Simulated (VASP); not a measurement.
## MoN2 (lda): single point with LDA

Crystal: MoN2 (lda).

```
CELL_PARAMETERS angstrom
3.00701 0.00000 0.00000
-1.50351 2.60415 0.00000
0.00000 0.00000 6.88706
ATOMIC_POSITIONS crystal
Mo 0.33333 0.66667 0.25000
Mo 0.66667 0.33333 0.75000
N 0.33333 0.66667 0.60006
N 0.66667 0.33333 0.10006
N 0.33333 0.66667 0.89994
N 0.66667 0.33333 0.39994
```

| Property | Result |
| --- | --- |
| Program | VASP 6.6.1 |
| Task | single point |
| Functional | LDA |
| Potentials or basis | VASP PAW LDA potentials, release 64 (Mo_sv, N) |
| Cutoff | 520 eV |
| k mesh | 15 × 15 × 6 |
| Occupations | gaussian, width 0.1 eV |
| Spin | no spin polarisation |

* Pressure: 22.0 GPa
* Largest force: 0.077 eV/Å
* Band gap on the k mesh: zero (band 24 reaches 12.12 eV, above the bottom of band 25 at 10.51 eV)

Forces on the atoms (eV/Å):
```
Mo   0.000  0.000  0.000
Mo   0.000  0.000  0.000
N    0.000  0.000 -0.077
N    0.000  0.000 -0.077
N    0.000  0.000  0.077
N    0.000  0.000  0.077
```

Stress tensor (GPa, compression positive):
```
22.14  0.00  0.00
 0.00 22.14  0.00
 0.00  0.00 21.66
```

Levels at points of the mesh, in eV from the Fermi level:
```csv
k point,band 22,band 23,band 24,band 25,band 26,band 27
"(0.00, 0.00, 0.00)",-2.02,-1.31,-0.47,1.92,2.16,2.16
"(0.00, 0.00, 0.50)",-3.75,0.43,0.43,2.10,2.10,2.75
```

Wall time 3.1 min on 1 thread of Intel(R) Xeon(R) Platinum 8259CL CPU @ 2.50GHz (Skylake/Cascade Lake), with other jobs on the host, peak memory 0.26 GiB.
